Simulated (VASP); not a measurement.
Here is a VASP 6.6.1 calculation.

Contents of INCAR:

```
SYSTEM = SrAg3
PREC = Accurate
ENCUT = 520
EDIFF = 1E-6
ISMEAR = 0
SIGMA = 0.05
LREAL = .False.
LASPH = .True.
NELM = 100
ALGO = Normal
ISIF = 2
LWAVE = .False.
LCHARG = .False.
GGA = PE
NBANDS = 30
```

The input KPOINTS:

```
regular mesh
0
Gamma
  8 8 8
  0 0 0
```

The input POSCAR:

```
SrAg3
1.0
    4.5090918964      0.0000000000      0.0000000000
    0.0000000000      4.5090918964      0.0000000000
    0.0000000000      0.0000000000      4.5090918964
Sr Ag
1 3
Direct
    0.0000000000      0.0000000000      0.0000000000
    0.0000000000      0.5000000000      0.5000000000
    0.5000000000      0.5000000000      0.0000000000
    0.5000000000      0.0000000000      0.5000000000
```

Potentials or basis: VASP PAW PBE potentials, release 64 (Sr_sv, Ag).

The run is started by

```console
$ cat potpaw_PBE.64/Sr_sv/POTCAR potpaw_PBE.64/Ag/POTCAR > POTCAR
$ mpirun -np 1 vasp_std > vasp.out
```

(1) What does it give for the band gap on the k mesh?

(2) What does it give for the pressure?

Results:

(1) zero (an odd number of electrons rules out a gap without spin polarisation).

(2) 2.0 GPa.
